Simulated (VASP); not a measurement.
Hf3Si2:

```
Hf Si
1.0
     6.98985    0.00000    0.00000
     0.00000    6.98985    0.00000
     0.00000    0.00000    3.66328
Hf Si
6 4
Cartesian
  4.7058 5.7790 1.8316
  5.7790 2.2841 1.8316
  2.2841 1.2108 1.8316
  1.2108 4.7058 1.8316
  3.4949 3.4949 0.0000
  0.0000 0.0000 0.0000
  4.3589 0.8640 0.0000
  6.1259 4.3589 0.0000
  0.8640 2.6310 0.0000
  2.6310 6.1259 0.0000
```

- Program: VASP 6.6.1
- Task: relaxation of cell and atoms
- Functional: LDA
- Potentials or basis: VASP PAW LDA potentials, release 64 (Hf_pv, Si)
- Cutoff: 600 eV
- k mesh: 6 × 6 × 10
- Occupations: gaussian, width 0.1 eV
- Spin: no spin polarisation

At the start: pressure -6.1 GPa; volume 17.90 Å³/atom.

Where does the relaxation end?

Over 12 steps the energy falls by 15.7 meV/atom and the volume is 17.15 Å³/atom (-4.2 %); space group P4/mbm (No. 127, to 0.1 Å) before and after.

Step by step:
```tsv
step	energy change (eV)	largest force (eV/Å)	pressure (GPa)	volume (Å³)
1	0.0000	0.0794	-6.11	178.98
2	0.1664	0.1272	10.84	161.87
3	-0.1455	0.1028	-0.03	171.79
4	-0.1456	0.1032	0.10	171.65
5	-0.1552	0.0434	0.09	171.52
6	-0.1566	0.0500	0.09	171.45
7	-0.1569	0.0164	-0.14	171.69
8	-0.1569	0.0176	-0.13	171.66
9	-0.1571	0.0186	0.03	171.48
10	-0.1571	0.0190	0.02	171.51
11	-0.1571	0.0051	0.00	171.52
12	-0.1571	0.0014	0.00	171.53
```

Final structure:
```cif
data_structure
_symmetry_space_group_name_H-M 'P 1'
_symmetry_Int_Tables_number 1
_cell_length_a 6.9286
_cell_length_b 6.9286
_cell_length_c 3.5730
_cell_angle_alpha 90.000
_cell_angle_beta 90.000
_cell_angle_gamma 90.000
_cell_volume 171.53
loop_
_atom_site_label
_atom_site_type_symbol
_atom_site_fract_x
_atom_site_fract_y
_atom_site_fract_z
_atom_site_occupancy
Hf1 Hf 0.67437 0.82563 0.50000 1
Hf2 Hf 0.82563 0.32563 0.50000 1
Hf3 Hf 0.32563 0.17437 0.50000 1
Hf4 Hf 0.17437 0.67437 0.50000 1
Hf5 Hf 0.50000 0.50000 0.00000 1
Hf6 Hf 0.00000 0.00000 0.00000 1
Si1 Si 0.62352 0.12352 0.00000 1
Si2 Si 0.87648 0.62352 0.00000 1
Si3 Si 0.12352 0.37648 0.00000 1
Si4 Si 0.37648 0.87648 0.00000 1
```
